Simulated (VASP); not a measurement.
# TaN (P-6m2) in VASP: settings compared

TaN is run at these levels: PBEsol, LDA, BLYP+D4; tasks: single point.

Program: VASP 6.6.1. These are calculated values, not measurements. Logs are shortened: lines on timing, memory, paths and dates and some standing lists are left out, and cuts for length are marked.

## 1. The cell of the first run

It takes space group P-6m2 (No. 187, hexagonal). The conventional cell has a = 2.957 Å, b = 2.957 Å, c = 2.902 Å, α = 90.00°, β = 90.00°, γ = 120.00°. Ta (site symmetry -6m2) has 6 N at 2.24 Å and 8 Ta at 2.90 to 2.96 Å within 3.0 Å. Within 3.0 Å of N (site symmetry -6m2) lie 6 Ta at 2.24 Å and 8 N at 2.90 to 2.96 Å.

## 2. Single point, PBEsol

Input file INCAR:

```
SYSTEM = TaN
  PREC = Accurate
  ENCUT = 520
  EDIFF = 1E-6
  ISMEAR = -1
  SIGMA = 0.05
  LREAL = .FALSE.
  LASPH = .TRUE.
  NELM = 80
  ALGO = Normal
  ISIF = 2
  LWAVE = .FALSE.
  LCHARG = .FALSE.
  GGA = PS
  NBANDS = 15
```

Input file KPOINTS:

```
Automatic mesh
0
G
  10 10 9
  0 0 0
```

Input file POSCAR:

```
TaN
1.0
    2.9574575207      0.0000000000      0.0000000000
   -1.4787287603      2.5612333435      0.0000000000
    0.0000000000      0.0000000000      2.9020932717
Ta N
1 1
Direct
    0.0000000000      0.0000000000      0.5000000000
    0.6666666667      0.3333333333      0.0000000000
```

Potentials or basis: VASP PAW PBE potentials, release 64 (Ta_pv, N).

Launch:

```
> cat potpaw_PBE.64/Ta_pv/POTCAR potpaw_PBE.64/N/POTCAR > POTCAR
> mpirun -np 1 vasp_std > vasp.out
```

OUTCAR:

```text
SYSTEM = TaN
   PREC = Accurate
   ENCUT = 520
   EDIFF = 1E-6
   ISMEAR = -1
   LREAL = .FALSE.
   LASPH = .TRUE.
   NELM = 80
   ISIF = 2
   GGA = PS

 ion  position               nearest neighbor table
   1  0.000  0.000  0.500-   2 2.24   2 2.24   2 2.24   2 2.24   2 2.24   2 2.24
   2  0.667  0.333  0.000-   1 2.24   1 2.24   1 2.24   1 2.24   1 2.24   1 2.24

  LATTYP: Found a hexagonal cell.
 ALAT       =     2.9574575207
 C/A-ratio  =     0.9812797822

  Lattice vectors:

 A1 = (   2.9574575207,   0.0000000000,   0.0000000000)
 A2 = (  -1.4787287603,   2.5612333435,   0.0000000000)
 A3 = (   0.0000000000,   0.0000000000,   2.9020932717)

Analysis of symmetry for initial positions (statically):
=====================================================================
 Subroutine PRICEL returns:
 Original cell was already a primitive cell.

 Routine SETGRP: Setting up the symmetry group for a
 hexagonal supercell.

 Subroutine GETGRP returns: Found 12 space group operations
 (whereof 12 operations were pure point group operations)
 out of a pool of 24 trial point group operations.

The static configuration has the point symmetry D_3h.

Analysis of symmetry for dynamics (positions and initial velocities):
=====================================================================
 Subroutine PRICEL returns:
 Original cell was already a primitive cell.

 Routine SETGRP: Setting up the symmetry group for a
 hexagonal supercell.

 Subroutine GETGRP returns: Found 12 space group operations
 (whereof 12 operations were pure point group operations)
 out of a pool of 24 trial point group operations.

The dynamic configuration has the point symmetry D_3h.

 Subroutine INISYM returns: Found 12 space group operations
 (whereof 12 operations are pure point group operations),
 and found     1 'primitive' translations

----------------------------------------------------------------------------------------

                                     Primitive cell

  volume of cell :      21.9826

  direct lattice vectors                    reciprocal lattice vectors
     2.957457521  0.000000000  0.000000000     0.338128272  0.195218449  0.000000000
    -1.478728760  2.561233344  0.000000000     0.000000000  0.390436897  0.000000000
     0.000000000  0.000000000  2.902093272     0.000000000  0.000000000  0.344578863

  length of vectors
     2.957457521  2.957457521  2.902093272     0.390436897  0.390436897  0.344578863

  position of ions in fractional coordinates (direct lattice)
     0.000000000  0.000000000  0.500000000
     0.666666667  0.333333333  0.000000000

  ion indices of the primitive-cell ions
   primitive index   ion index
                 1           1
                 2           2

----------------------------------------------------------------------------------------

 KPOINTS: Automatic mesh

Automatic generation of k-mesh.
 Grid dimensions read from file:
 generate k-points for:   10   10    9

 Generating k-lattice:

  Cartesian coordinates                     Fractional coordinates (reciprocal lattice)
     0.033812827  0.019521845  0.000000000     0.100000000 -0.000000000  0.000000000
     0.000000000  0.039043690  0.000000000     0.000000000  0.100000000  0.000000000
     0.000000000  0.000000000  0.038286540     0.000000000  0.000000000  0.111111111

  Length of vectors
     0.039043690  0.039043690  0.038286540

  Shift w.r.t. Gamma in fractional coordinates (k-lattice)
     0.000000000  0.000000000  0.000000000

 Subroutine IBZKPT returns following result:
 ===========================================

 Found     70 irreducible k-points:

 Following reciprocal coordinates:
            Coordinates               Weight
  0.000000  0.000000  0.000000      1.000000
  0.100000 -0.000000  0.000000      6.000000
  0.200000 -0.000000  0.000000      6.000000
  0.300000 -0.000000  0.000000      6.000000
  0.400000 -0.000000  0.000000      6.000000
  0.500000 -0.000000  0.000000      3.000000
[... 16 lines left out ...]
  0.300000  0.100000  0.111111     24.000000
  0.400000  0.100000  0.111111     24.000000
 [... further k-points ...]
   k-points           NKPTS =     70   k-points in BZ     NKDIM =     70   number of bands    NBANDS=     15
   number of dos      NEDOS =    301   number of ions     NIONS =      2
   total plane-waves  NPLWV =  13824
   dimension x,y,z NGX =    24 NGY =   24 NGZ =   24
   dimension x,y,z NGXF=    48 NGYF=   48 NGZF=   48
   ions per type =               1   1
   NGX,Y,Z   is equivalent  to a cutoff of  13.49, 13.49, 13.75 a.u.
   NGXF,Y,Z  is equivalent  to a cutoff of  26.98, 26.98, 27.50 a.u.
 SYSTEM =  TaN
   PREC   = accura    normal or accurate (medium, high low for compatibility)
   ISTART =      0    job   : 0-new  1-cont  2-samecut
   ICHARG =      2    charge: 1-file 2-atom 10-const
   ISPIN  =      1    spin polarized calculation?
   LNONCOLLINEAR =      F non collinear calculations
   LSORBIT =      F    spin-orbit coupling
   LASPH  =      T    aspherical Exc in radial PAW
   ENCUT  =  520.0 eV  38.22 Ry    6.18 a.u.   5.50  5.50  5.40*2*pi/ulx,y,z
   NELM   =     80;   NELMIN=  2; NELMDL= -5     # of ELM steps
   EDIFF  = 0.1E-05   stopping-criterion for ELM
   LREAL  =      F    real-space projection
   EDIFFG = 0.1E-04   stopping-criterion for IOM
   NSW    =      0    number of steps for IOM
   IBRION =     -1    ionic relax: 0-MD 1-quasi-New 2-CG
   NFREE  =      0    steps in history (QN), initial steepest desc. (CG)
   ISIF   =      2    stress and relaxation
   ISYM   =      2    0-nonsym 1-usesym 2-fastsym
   POTIM  = 0.5000    time-step for ionic-motion
   TEBEG  =    0.0;   TEEND  =   0.0 temperature during run
   PSTRESS=    0.0 pullay stress
   NELECT =      16.0000    total number of electrons
   NUPDOWN=      -1.0000    fix difference up-down
   EMIN   =  10.00;   EMAX   =-10.00  energy-range for DOS
   EFERMI =   0.00;   METHOD = LEGACY
   ISMEAR =    -1;   SIGMA  =   0.05  broadening in eV -4-tet -1-fermi 0-gaus
   EFERMI_NEDOS =   21; number of points for ismear=-14 and -15
   IALGO  =     38    algorithm
   IMIX   =      4    mixing-type and parameters
     AMIX     =   0.40;   BMIX     =  1.00
     AMIX_MAG =   1.60;   BMIX_MAG =  1.00
  volume/ion in A,a.u.               =      10.99        74.17
  Fermi-wavevector in a.u.,A,eV,Ry     =   1.472612  2.782834 29.505425  2.168588
  Thomas-Fermi vector in A             =   2.587606
   LORBIT       =      0    0 simple, 1 ext, 2 COOP (PROOUT), +10 PAW based schemes
   GGA     = PS    functional components
   LHFCALC =     F    Hartree Fock is set to
   AEXX    =    0.0000 exact exchange contribution
   IVDW    =     0    specifies the selected vdW correction
   LEPSILON=     F    determine dielectric tensor
   LRPA    =     F    only Hartree local field effects (RPA)
 non-spin polarized calculation
  energy-cutoff  :      520.00
  volume of cell :       21.98
 maximum number of plane-waves:       617
 NGX is ok and might be reduce to    24
   NGX = 11   NGY = 11   NGZ = 11

 number of electron      16.0000001 magnetization

 Free energy of the ion-electron system (eV)
  ---------------------------------------------------
  ext. energy  EPLUGINS =         0.00000000
  ---------------------------------------------------
  free energy    TOTEN  =       -23.78378701 eV

  energy without entropy =      -23.78343852  energy(sigma->0) =      -23.78361276

 E-fermi :   7.9306     XC(G=0): -13.3974

 val. band max:        7.8082403240   @ k =   0.0000   0.0000   0.4444
 cond. band min:       8.0903775787   @ k =   0.0000   0.0000   0.3333
 fundamental gap:      0.2821372547
 Fermi energy:         7.9306027583

 k-point     1 :       0.0000    0.0000    0.0000
  band No.  band energies     occupation
      1     -26.9519      2.00000
      2     -26.6950      2.00000
      3     -26.6950      2.00000
      4      -9.6986      2.00000
      5       3.4110      2.00000
      6       3.4110      2.00000
      7       3.7510      2.00000
      8       5.0023      2.00000
      9       9.9524      0.00000
     10      11.3935      0.00000
     11      11.3935      0.00000
     12      11.7519      0.00000
     13      11.7519      0.00000
     14      20.7613      0.00000
     15      21.2342      0.00000

 k-point     2 :       0.1000   -0.0000    0.0000
  band No.  band energies     occupation
      1     -26.9393      2.00000
      2     -26.7947      2.00000
      3     -26.7164      2.00000
      4      -9.4988      2.00000
      5       2.8224      2.00000
      6       3.5615      2.00000
      7       4.0254      2.00000
      8       4.7193      2.00000
      9      10.6205      0.00000
     10      11.0313      0.00000
     11      11.4272      0.00000
     12      11.6502      0.00000
     13      12.0147      0.00000
     14      20.7371      0.00000
     15      21.2233      0.00000

 k-point     3 :       0.2000   -0.0000    0.0000
  band No.  band energies     occupation
      1     -27.0478      2.00000
      2     -26.9061      2.00000
      3     -26.7720      2.00000
      4      -8.9665      2.00000
      5       1.7006      2.00000
      6       3.9399      2.00000
      7       4.0789      2.00000
      8       4.5908      2.00000
      9      10.1625      0.00000
     10      11.3952      0.00000
     11      11.6080      0.00000
     12      12.2285      0.00000
     13      12.5269      0.00000
     14      20.7427      0.00000
     15      21.2124      0.00000

 k-point     4 :       0.3000   -0.0000    0.0000
  band No.  band energies     occupation
      1     -27.3465      2.00000
      2     -26.8647      2.00000
      3     -26.8398      2.00000
      4      -8.2796      2.00000
      5       0.6536      2.00000
      6       3.4183      2.00000
      7       4.3638      2.00000
      8       4.8958      2.00000
      9      10.1075      0.00000
     10      11.0996      0.00000
     11      12.0653      0.00000
     12      12.8757      0.00000
     13      13.5939      0.00000
     14      20.9699      0.00000
     15      21.2490      0.00000
[... 307 lines left out ...]
 k-point    22 :       0.2000    0.1000    0.1111
  band No.  band energies     occupation
      1     -27.2091      2.00000
      2     -26.9772      2.00000
      3     -26.8315      2.00000
      4      -8.3855      2.00000
      5       1.2156      2.00000
      6       2.9398      2.00000
      7       3.9993      2.00000
      8       5.4882      2.00000
      9       9.5219      0.00000
     10      10.8125      0.00000
     11      12.1174      0.00000
     12      12.8474      0.00000
     13      14.2153      0.00000
     14      20.5428      0.00000
     15      21.1975      0.00000

 k-point    23 :       0.3000    0.1000    0.1111
  band No.  band energies     occupation
      1     -27.4520      2.00000
      2     -26.9371      2.00000
      3     -26.9098      2.00000
      4      -7.8136      2.00000
      5       0.3980      2.00000
      6       2.7189      2.00000
      7       3.9314      2.00000
      8       5.6698      2.00000
      9       9.7396      0.00000
     10      11.1155      0.00000
     11      12.3025      0.00000
     12      13.3263      0.00000
     13      15.4085      0.00000
     14      20.6697      0.00000
     15      21.2127      0.00000

 k-point    24 :       0.4000    0.1000    0.1111
  band No.  band energies     occupation
      1     -27.5977      2.00000
      2     -26.9583      2.00000
      3     -26.9111      2.00000
      4      -7.4431      2.00000
      5      -0.0638      2.00000
      6       2.5836      2.00000
      7       3.7790      2.00000
      8       5.6612      2.00000
      9      10.3882      0.00000
     10      11.4018      0.00000
     11      12.2850      0.00000
     12      13.5419      0.00000
     13      16.6430      0.00000
     14      19.4098      0.00000
     15      21.1967      0.00000

 [... further k-points ...]
[... 5 lines left out ...]
  --------------------------------------------------------------------------------------
  -------------------------------------------------------------------------------------
  Total       -1.4213305     -1.4213305     -1.5459455     -0.0000000     -0.0000000      0.0000000
  in kB     -103.5920949   -103.5920949   -112.6745216     -0.0000000     -0.0000000      0.0000000
  external PRESSURE =    -106.6195705 kB  Pullay stress =       0.0000000 kB

 VOLUME and BASIS-vectors are now :
 -----------------------------------------------------------------------------
  energy-cutoff  :      520.00
  volume of cell :       21.98
      direct lattice vectors                 reciprocal lattice vectors
     2.957457521  0.000000000  0.000000000     0.338128272  0.195218449  0.000000000
    -1.478728760  2.561233344  0.000000000     0.000000000  0.390436897  0.000000000
     0.000000000  0.000000000  2.902093272     0.000000000  0.000000000  0.344578863

 POSITION                                       TOTAL-FORCE (eV/Angst)
 -----------------------------------------------------------------------------------
      0.00000      0.00000      1.45105        -0.000000      0.000000      0.000000
      1.47873      0.85374      0.00000         0.000000      0.000000      0.000000
 -----------------------------------------------------------------------------------
    total drift:                               -0.000000      0.000000      0.000000

  FREE ENERGIE OF THE ION-ELECTRON SYSTEM (eV)
  ---------------------------------------------------
  free  energy   TOTEN  =       -23.7837870108 eV

  energy  without entropy=      -23.7834385160  energy(sigma->0) =      -23.78361276
```

Run time: 9.4 s. Hardware: 1 thread of Intel Xeon Platinum 8488C (Sapphire Rapids), shared host; peak memory 0.15 GiB.

Results:

| Quantity | Value |
| --- | --- |
| Free energy | -23.7838 eV |
| Pressure | -10.7 GPa |
| Band gap on the k mesh | zero (band 8 reaches 8.09 eV, above the bottom of band 9 at 7.81 eV) |

Stress tensor (GPa, compression positive):
```
-10.36   0.00   0.00
  0.00 -10.36   0.00
  0.00   0.00 -11.27
```

Caveat: the PAW data sets were made with another functional, which shifts forces and pressure a little; spin-orbit coupling is left out, which moves the levels of the heavy elements.

## 3. Single point, LDA

This run uses another cell than the first one, of 11.21 Å³/atom, 1.020 times its volume.

Input file INCAR:

```
PREC = Accurate ; ENCUT = 520
EDIFF = 1E-7 ; ISMEAR = -1
SIGMA = 0.05 ; LREAL = F
LASPH = T ; NELM = 100
ALGO = Normal ; ISIF = 2
LWAVE = F ; LCHARG = F
GGA = CA ; NBANDS = 15
```

Input file KPOINTS:

```
regular mesh
0
Gamma
  10 10 9
```

Input file POSCAR:

```
TaN
1.0
    2.9766623284      0.0000000000      0.0000000000
   -1.4883311642      2.5778651949      0.0000000000
    0.0000000000      0.0000000000      2.9209385612
Ta N
1 1
Direct
    0.0000000000      0.0000000000      0.5000000000
    0.6666666667      0.3333333333      0.0000000000
```

Potentials or basis: VASP PAW LDA potentials, release 64 (Ta_pv, N).

Launch:

```
> cat potpaw_LDA.64/Ta_pv/POTCAR potpaw_LDA.64/N/POTCAR > POTCAR
> mpirun -np 1 vasp_std > vasp.out
```

Run time: 8.8 s. Hardware: 1 thread of Intel Xeon Platinum 8488C (Sapphire Rapids), shared host; peak memory 0.14 GiB.

It converged, with:

```
Free energy            : -24.6152 eV
Pressure               : -22.0 GPa
Band gap on the k mesh : zero (band 8 reaches 7.88 eV, above the bottom of band 9 at 7.61 eV)
```

Stress tensor (GPa, compression positive):
```
-21.01   0.00   0.00
  0.00 -21.01   0.00
  0.00   0.00 -23.86
```

Levels at points of the mesh, in eV from the Fermi level:
| k point | band 4 | band 5 | band 6 | band 7 | band 8 | band 9 | band 10 | band 11 | band 12 | band 13 |
| --- | --- | --- | --- | --- | --- | --- | --- | --- | --- | --- |
| (0.00, 0.00, 0.00) | -17.27 | -4.40 | -4.40 | -4.05 | -2.86 | 2.04 | 3.37 | 3.37 | 3.68 | 3.68 |
| (0.50, 0.00, 0.00) | -15.07 | -8.05 | -5.02 | -3.35 | -3.09 | 2.75 | 3.77 | 4.93 | 4.95 | 7.15 |

Caveat: spin-orbit coupling is left out, which moves the levels of the heavy elements.

(Continued in part 2 of 2.)
